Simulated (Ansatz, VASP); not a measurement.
# B3As5 in VASP and in Ansatz

```
B As
1.0
     3.46717    0.00000    0.00000
    -1.73359    3.00266    0.00000
     0.00000    0.00000   12.37219
B As
3 5
Direct
  0.00000 0.00000 0.47872
  0.33333 0.66667 0.03214
  0.66667 0.33333 0.25582
  0.66667 0.33333 0.42464
  0.00000 0.00000 0.97603
  0.33333 0.66667 0.20114
  0.00000 0.00000 0.64807
  0.33333 0.66667 0.76494
```

Alike in both runs: functional PBE; k mesh 5 × 5 × 2; occupations gaussian, width 0.2 eV; no spin polarisation.

Ansatz relaxed the structure, and its values are those at the end. VASP's run is a single point on that final structure, the one shown.

|  | VASP | Ansatz |
| --- | --- | --- |
| version | VASP 6.6.1 | Ansatz 0.2.0 |
| potentials or method | VASP PAW PBE potentials, release 64 (B, As), cutoff 520 eV | scalar-relativistic, plane waves, PAW |
| valence electrons in the cell | 34 | 84 |

VASP gave:

* gap on the k mesh at the Fermi level (eV): none
* pressure (GPa): 0.4
* rms of the force components (eV/Å): 0.018

Question: Which values does Ansatz return?

Answer: gap on the k mesh at the Fermi level (eV): none; pressure (GPa): 0.0; rms of the force components (eV/Å): 0.005.

A gap of «none» marks a metal or a gap that the smearing closes. VASP's potentials hold 34 valence electrons a cell and Ansatz's 84, so a difference there can come from the potentials and not from the codes.

The k mesh is coarse, so the values compare programs but aren't converged.
